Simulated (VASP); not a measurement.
Crystal: SnO.

```
Sn O
1.0
     3.86388    0.00000    0.00000
     0.00000    3.86388    0.00000
     0.00000    0.00000    4.95122
Sn O
2 2
Direct
  0.50000 0.00000 0.76463
  0.00000 0.50000 0.23537
  0.00000 0.00000 0.00000
  0.50000 0.50000 0.00000
```

Program: VASP 6.6.1. Alike in all runs: task single point; cell as given; k mesh 7 × 7 × 6; cutoff (eV) 520; smearing fermi-dirac 0.05 eV.

Problem. Order these runs on this cell by their pressure, lowest first.
A. level PBEsol; potentials or basis VASP PAW PBE potentials, release 64 (Sn_d, O); spin non-collinear, zero start, SOC
B. level PBE+D4; potentials or basis VASP PAW PBE potentials, release 64 (Sn_d, O); spin off
C. level LDA; potentials or basis VASP PAW LDA potentials, release 64 (Sn_d, O); spin off

Solution. C (-6.2 GPa), A (-3.7 GPa), B (-1.9 GPa).

Caveats: the cell stands under tension (at least some runs); the PAW data sets were made with another functional, which shifts forces and pressure a little (at least some runs).
